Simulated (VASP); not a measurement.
# WC (Pm-3m) in VASP: single point with PBE

Aim: the single point of WC with PBE.

Program: VASP 6.6.1. These are calculated values, not measurements. Logs are shortened: lines on timing, memory, paths and dates and some standing lists are left out, and cuts for length are marked.

**1. The cell of the first run**

The structure is cubic, space group Pm-3m (No. 221). Conventional cell: a = 2.724 Å, b = 2.724 Å, c = 2.724 Å, α = 90.00°, β = 90.00°, γ = 90.00°. W (site symmetry m-3m) has 8 C at 2.36 Å and 6 W at 2.72 Å within 3.1 Å. C (site symmetry m-3m) has 8 W at 2.36 Å and 6 C at 2.72 Å within 3.1 Å.

The cell was generated, and may not be a known phase.

**2. Single point, PBE**

File INCAR:

```
  PREC = Accurate
  ENCUT = 1300
  EDIFF = 1E-6
  ISMEAR = 0
  SIGMA = 0.1
  LREAL = F
  LASPH = T
  NELM = 120
  ALGO = Normal
  ISIF = 2
  LWAVE = F
  LCHARG = F
  GGA = PE
  NBANDS = 16
  GGA_COMPAT = F
```

File KPOINTS:

```
regular mesh
0
Gamma
  6 6 6
```

File POSCAR:

```
WC
1.0
    2.7238889881      0.0000000000      0.0000000000
    0.0000000000      2.7238889881      0.0000000000
    0.0000000000      0.0000000000      2.7238889881
W C
1 1
Direct
    0.5000000000      0.5000000000      0.5000000000
    0.0000000000      0.0000000000      0.0000000000
```

Potentials or basis: VASP PAW PBE potentials, release 64 (W_sv, C_h).

Launch:

```bash
cat potpaw_PBE.64/W_sv/POTCAR potpaw_PBE.64/C_h/POTCAR > POTCAR
mpirun -np 1 vasp_std > vasp.out
```

OUTCAR:

```text
PREC = Accurate
   ENCUT = 1300
   EDIFF = 1E-6
   ISMEAR = 0
   LREAL = F
   LASPH = T
   NELM = 120
   ISIF = 2
   GGA = PE

 ion  position               nearest neighbor table
   1  0.500  0.500  0.500-   2 2.36   2 2.36   2 2.36   2 2.36   2 2.36   2 2.36   2 2.36   2 2.36

   2  0.000  0.000  0.000-   1 2.36   1 2.36   1 2.36   1 2.36   1 2.36   1 2.36   1 2.36   1 2.36

  LATTYP: Found a simple cubic cell.
 ALAT       =     2.7238889881

  Lattice vectors:

 A1 = (   2.7238889881,   0.0000000000,   0.0000000000)
 A2 = (   0.0000000000,   2.7238889881,   0.0000000000)
 A3 = (   0.0000000000,   0.0000000000,   2.7238889881)

Analysis of symmetry for initial positions (statically):
=====================================================================
 Subroutine PRICEL returns:
 Original cell was already a primitive cell.

 Routine SETGRP: Setting up the symmetry group for a
 simple cubic supercell.

 Subroutine GETGRP returns: Found 48 space group operations
 (whereof 48 operations were pure point group operations)
 out of a pool of 48 trial point group operations.

The static configuration has the point symmetry O_h .

Analysis of symmetry for dynamics (positions and initial velocities):
=====================================================================
 Subroutine PRICEL returns:
 Original cell was already a primitive cell.

 Routine SETGRP: Setting up the symmetry group for a
 simple cubic supercell.

 Subroutine GETGRP returns: Found 48 space group operations
 (whereof 48 operations were pure point group operations)
 out of a pool of 48 trial point group operations.

The dynamic configuration has the point symmetry O_h .

 Subroutine INISYM returns: Found 48 space group operations
 (whereof 48 operations are pure point group operations),
 and found     1 'primitive' translations

----------------------------------------------------------------------------------------

                                     Primitive cell

  volume of cell :      20.2101

  direct lattice vectors                    reciprocal lattice vectors
     2.723888988  0.000000000  0.000000000     0.367122157  0.000000000  0.000000000
     0.000000000  2.723888988  0.000000000     0.000000000  0.367122157  0.000000000
     0.000000000  0.000000000  2.723888988     0.000000000  0.000000000  0.367122157

  length of vectors
     2.723888988  2.723888988  2.723888988     0.367122157  0.367122157  0.367122157

  position of ions in fractional coordinates (direct lattice)
     0.500000000  0.500000000  0.500000000
     0.000000000  0.000000000  0.000000000

  ion indices of the primitive-cell ions
   primitive index   ion index
                 1           1
                 2           2

----------------------------------------------------------------------------------------

 KPOINTS: regular mesh

Automatic generation of k-mesh.
 Grid dimensions read from file:
 generate k-points for:    6    6    6

 Generating k-lattice:

  Cartesian coordinates                     Fractional coordinates (reciprocal lattice)
     0.061187026  0.000000000  0.000000000     0.166666667  0.000000000  0.000000000
     0.000000000  0.061187026  0.000000000     0.000000000  0.166666667  0.000000000
     0.000000000  0.000000000  0.061187026     0.000000000  0.000000000  0.166666667

  Length of vectors
     0.061187026  0.061187026  0.061187026

  Shift w.r.t. Gamma in fractional coordinates (k-lattice)
     0.000000000  0.000000000  0.000000000

 Subroutine IBZKPT returns following result:
 ===========================================

 Found     20 irreducible k-points:

 Following reciprocal coordinates:
            Coordinates               Weight
  0.000000  0.000000  0.000000      1.000000
  0.166667  0.000000  0.000000      6.000000
  0.333333  0.000000  0.000000      6.000000
  0.500000  0.000000  0.000000      3.000000
  0.166667  0.166667  0.000000     12.000000
  0.333333  0.166667  0.000000     24.000000
[... 12 lines left out ...]
  0.500000  0.500000  0.333333      6.000000
  0.500000  0.500000  0.500000      1.000000
   k-points           NKPTS =     20   k-points in BZ     NKDIM =     20   number of bands    NBANDS=     16
   number of dos      NEDOS =    301   number of ions     NIONS =      2
   total plane-waves  NPLWV =  32768
   dimension x,y,z NGX =    32 NGY =   32 NGZ =   32
   dimension x,y,z NGXF=    64 NGYF=   64 NGZF=   64
   ions per type =               1   1
   NGX,Y,Z   is equivalent  to a cutoff of  19.53, 19.53, 19.53 a.u.
   NGXF,Y,Z  is equivalent  to a cutoff of  39.06, 39.06, 39.06 a.u.
 SYSTEM =  unknown system
   PREC   = accura    normal or accurate (medium, high low for compatibility)
   ISTART =      0    job   : 0-new  1-cont  2-samecut
   ICHARG =      2    charge: 1-file 2-atom 10-const
   ISPIN  =      1    spin polarized calculation?
   LNONCOLLINEAR =      F non collinear calculations
   LSORBIT =      F    spin-orbit coupling
   LASPH  =      T    aspherical Exc in radial PAW
   ENCUT  = 1300.0 eV  95.55 Ry    9.77 a.u.   8.01  8.01  8.01*2*pi/ulx,y,z
   NELM   =    120;   NELMIN=  2; NELMDL= -5     # of ELM steps
   EDIFF  = 0.1E-05   stopping-criterion for ELM
   LREAL  =      F    real-space projection
   EDIFFG = 0.1E-04   stopping-criterion for IOM
   NSW    =      0    number of steps for IOM
   IBRION =     -1    ionic relax: 0-MD 1-quasi-New 2-CG
   NFREE  =      0    steps in history (QN), initial steepest desc. (CG)
   ISIF   =      2    stress and relaxation
   ISYM   =      2    0-nonsym 1-usesym 2-fastsym
   POTIM  = 0.5000    time-step for ionic-motion
   TEBEG  =    0.0;   TEEND  =   0.0 temperature during run
   PSTRESS=    0.0 pullay stress
   NELECT =      18.0000    total number of electrons
   NUPDOWN=      -1.0000    fix difference up-down
   EMIN   =  10.00;   EMAX   =-10.00  energy-range for DOS
   EFERMI =   0.00;   METHOD = LEGACY
   ISMEAR =     0;   SIGMA  =   0.10  broadening in eV -4-tet -1-fermi 0-gaus
   EFERMI_NEDOS =   21; number of points for ismear=-14 and -15
   IALGO  =     38    algorithm
   IMIX   =      4    mixing-type and parameters
     AMIX     =   0.40;   BMIX     =  1.00
     AMIX_MAG =   1.60;   BMIX_MAG =  1.00
  volume/ion in A,a.u.               =      10.11        68.19
  Fermi-wavevector in a.u.,A,eV,Ry     =   1.575105  2.976517 33.755466  2.480957
  Thomas-Fermi vector in A             =   2.676139
   LORBIT       =      0    0 simple, 1 ext, 2 COOP (PROOUT), +10 PAW based schemes
   GGA     = PE    functional components
   LHFCALC =     F    Hartree Fock is set to
   AEXX    =    0.0000 exact exchange contribution
   IVDW    =     0    specifies the selected vdW correction
   LEPSILON=     F    determine dielectric tensor
   LRPA    =     F    only Hartree local field effects (RPA)
 non-spin polarized calculation
 Gauss-broadening in eV      SIGMA  =   0.10
  energy-cutoff  :     1300.00
  volume of cell :       20.21
 maximum number of plane-waves:      2176
   NGX = 17   NGY = 17   NGZ = 17

 number of electron      18.0000000 magnetization

 Free energy of the ion-electron system (eV)
  ---------------------------------------------------
  ext. energy  EPLUGINS =         0.00000000
  ---------------------------------------------------
  free energy    TOTEN  =       -20.65929779 eV

  energy without entropy =      -20.65329466  energy(sigma->0) =      -20.65629622

 E-fermi :  13.0509     XC(G=0): -14.0771

 val. band max:       12.7940106996   @ k =   0.0000   0.0000   0.0000
 cond. band min:      13.0736435776   @ k =   0.3333   0.1667   0.1667
 fundamental gap:      0.2796328781
 Fermi energy:        13.0509495412

 k-point     1 :       0.0000    0.0000    0.0000
  band No.  band energies     occupation
      1     -62.1787      2.00000
      2     -25.9738      2.00000
      3     -25.9738      2.00000
      4     -25.9738      2.00000
      5      -2.6645      2.00000
      6       7.5126      2.00000
[... 8 lines left out ...]
     15      30.3351      0.00000
     16      30.3351      0.00000

 k-point     2 :       0.1667    0.0000    0.0000
  band No.  band energies     occupation
      1     -62.1623      2.00000
      2     -26.2386      2.00000
      3     -25.9498      2.00000
      4     -25.9498      2.00000
      5      -2.0048      2.00000
      6       7.3881      2.00000
[... 8 lines left out ...]
     15      27.0152      0.00000
     16      31.2790      0.00000

 k-point     3 :       0.3333    0.0000    0.0000
  band No.  band energies     occupation
      1     -62.1293      2.00000
      2     -26.7409      2.00000
      3     -25.9014      2.00000
      4     -25.9014      2.00000
      5      -0.2940      2.00000
      6       5.3652      2.00000
[... 8 lines left out ...]
     15      23.6343      0.00000
     16      29.6363      0.00000

 k-point     4 :       0.5000    0.0000    0.0000
  band No.  band energies     occupation
      1     -62.1127      2.00000
      2     -26.9801      2.00000
      3     -25.8770      2.00000
      4     -25.8770      2.00000
      5       1.4546      2.00000
      6       3.2523      2.00000
[... 8 lines left out ...]
     15      23.5839      0.00000
     16      25.7999      0.00000
[... 248 lines left out ...]
 k-point    18 :       0.5000    0.3333    0.3333
  band No.  band energies     occupation
      1     -62.0173      2.00000
      2     -26.7581      2.00000
      3     -26.5154      2.00000
      4     -26.4927      2.00000
      5       1.8494      2.00000
      6       5.2829      2.00000
[... 8 lines left out ...]
     15      24.3115      0.00000
     16      25.8609      0.00000

 k-point    19 :       0.5000    0.5000    0.3333
  band No.  band energies     occupation
      1     -62.0014      2.00000
      2     -26.7220      2.00000
      3     -26.7220      2.00000
      4     -26.4719      2.00000
      5       2.2738      2.00000
      6       5.0637      2.00000
[... 8 lines left out ...]
     15      23.7357      0.00000
     16      23.7357      0.00000

 k-point    20 :       0.5000    0.5000    0.5000
  band No.  band energies     occupation
      1     -61.9857      2.00000
      2     -26.6868      2.00000
      3     -26.6868      2.00000
      4     -26.6868      2.00000
      5       4.3978      2.00000
      6       4.3978      2.00000
[... 8 lines left out ...]
     15      20.8768      0.00000
     16      20.8768      0.00000

------------------------ aborting loop because EDIFF is reached ----------------------------------------

  FORCE on cell =-STRESS in cart. coord.  units (eV):
  Direction    XX          YY          ZZ          XY          YZ          ZX
  --------------------------------------------------------------------------------------
  -------------------------------------------------------------------------------------
  Total        0.1308863      0.1308863      0.1308863      0.0000000      0.0000000      0.0000000
  in kB       10.3761538     10.3761538     10.3761538      0.0000000      0.0000000      0.0000000
  external PRESSURE =      10.3761538 kB  Pullay stress =       0.0000000 kB

 VOLUME and BASIS-vectors are now :
 -----------------------------------------------------------------------------
  energy-cutoff  :     1300.00
  volume of cell :       20.21
      direct lattice vectors                 reciprocal lattice vectors
     2.723888988  0.000000000  0.000000000     0.367122157  0.000000000  0.000000000
     0.000000000  2.723888988  0.000000000     0.000000000  0.367122157  0.000000000
     0.000000000  0.000000000  2.723888988     0.000000000  0.000000000  0.367122157

 POSITION                                       TOTAL-FORCE (eV/Angst)
 -----------------------------------------------------------------------------------
      1.36194      1.36194      1.36194         0.000000      0.000000      0.000000
      0.00000      0.00000      0.00000         0.000000      0.000000      0.000000
 -----------------------------------------------------------------------------------
    total drift:                                0.000000     -0.000000     -0.000000

  FREE ENERGIE OF THE ION-ELECTRON SYSTEM (eV)
  ---------------------------------------------------
  free  energy   TOTEN  =       -20.6592977876 eV

  energy  without entropy=      -20.6532946598  energy(sigma->0) =      -20.65629622
```

It took 15 s on 1 thread of Intel Xeon Platinum 8488C (Sapphire Rapids), shared host; peak memory 0.2 GiB.

Results:

| Item | Value |
| --- | --- |
| Free energy | -20.6593 eV |
| Pressure | 1.0 GPa |
| Band gap on the k mesh | zero (bands 9 and 10 overlap by 6.95 eV) |

Levels at points of the mesh, in eV from the Fermi level:
```csv
k point,band 5,band 6,band 7,band 8,band 9,band 10,band 11,band 12,band 13,band 14
"(0.00, 0.00, 0.00)",-15.72,-5.54,-5.54,-0.26,-0.26,-0.26,2.50,2.50,2.50,6.71
"(0.50, 0.00, 0.00)",-11.60,-9.80,-4.42,-3.73,-3.73,3.02,4.16,6.64,6.64,9.29
"(0.50, 0.50, 0.00)",-12.59,-4.81,-4.81,-4.52,-0.40,-0.40,0.91,2.98,5.20,9.89
"(0.50, 0.50, 0.50)",-8.65,-8.65,-8.65,-8.46,5.45,5.45,7.34,7.34,7.34,7.83
```

Caveat: the k points lie up to 0.38 Å⁻¹ apart, too coarse for converged energies and pressures of a metal; spin-orbit coupling is left out, which moves the levels of the heavy elements.

The gap in the log of VASP goes by the Fermi energy; the results here count the filled bands.